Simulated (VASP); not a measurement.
Input of a VASP 6.6.1 run:

INCAR

```
SYSTEM = Rb
PREC = Accurate ; ENCUT = 520
EDIFF = 1E-6 ; ISMEAR = 0
SIGMA = 0.1 ; LREAL = .False.
LASPH = .True. ; NELM = 150
ALGO = Normal ; ISIF = 2
LWAVE = .False. ; LCHARG = .True.
ISPIN = 2 ; MAGMOM = 0.52
LORBIT = 11 ; NUPDOWN = 1.0
GGA = PE ; IVDW = 12
LELF = .True. ; LVHAR = .True.
ISYM = 0 ; NBANDS = 14
```

File KPOINTS:

```
Automatic mesh
0
Gamma
  2 2 2
  0.5 0.5 0
```

POSCAR

```
Rb
1.0
    0.0000000000      3.6398846700      3.6398846700
    3.6398846700      0.0000000000      3.6398846700
    3.6398846700      3.6398846700      0.0000000000
Rb
1
Direct
    0.1940000000      0.6440000000      0.6850000000
```

Potentials or basis: VASP PAW PBE potentials, release 64 (Rb_sv).

The run is started by

```console
$ cat potpaw_PBE.64/Rb_sv/POTCAR > POTCAR
$ mpirun -np 1 vasp_std > vasp.out
```

Estimate the dispersion energy per atom.

-0.096 eV.

Predict the pressure.

-0.3 GPa.

Caveat: the k points lie up to 0.75 Å⁻¹ apart; the total moment is fixed, so each spin has its own Fermi level.
